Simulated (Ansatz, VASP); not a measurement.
## HgTe: VASP beside Ansatz

```
Hg Te
1.0
     0.00000    3.23579    3.23579
     3.23579    0.00000    3.23579
     3.23579    3.23579    0.00000
Hg Te
1 1
Direct
  0.00000 0.00000 0.00000
  0.75000 0.75000 0.75000
```

Alike in both runs: task single point; functional b88 exchange, pbe correlation; k mesh 7 × 7 × 7; occupations fermi-dirac, width 0.05 eV; no spin polarisation.

|  | VASP | Ansatz |
| --- | --- | --- |
| version | VASP 6.6.1 | Ansatz 0.2.0 |
| potentials or method | VASP PAW PBE potentials, release 64 (Hg, Te) | Ansatz PAW |
| plane-wave cutoff (eV) | 500 | 420 |
| valence electrons in the cell | 18 | 36 |

Ansatz gave:

| Property | Result |
| --- | --- |
| gap on the k mesh at the Fermi level (eV) | none |
| pressure (GPa) | 3.4 |

**Question.** Which values does VASP return?

**Answer.** gap on the k mesh at the Fermi level (eV): none; pressure (GPa): 3.5.

VASP's potentials were made for PBE, not for b88 exchange, pbe correlation. A gap of «none» marks a metal or a gap that the smearing closes. VASP's potentials hold 18 valence electrons a cell and Ansatz's 36, so a difference there can come from the potentials and not from the codes.

Neither program's run includes spin-orbit coupling.
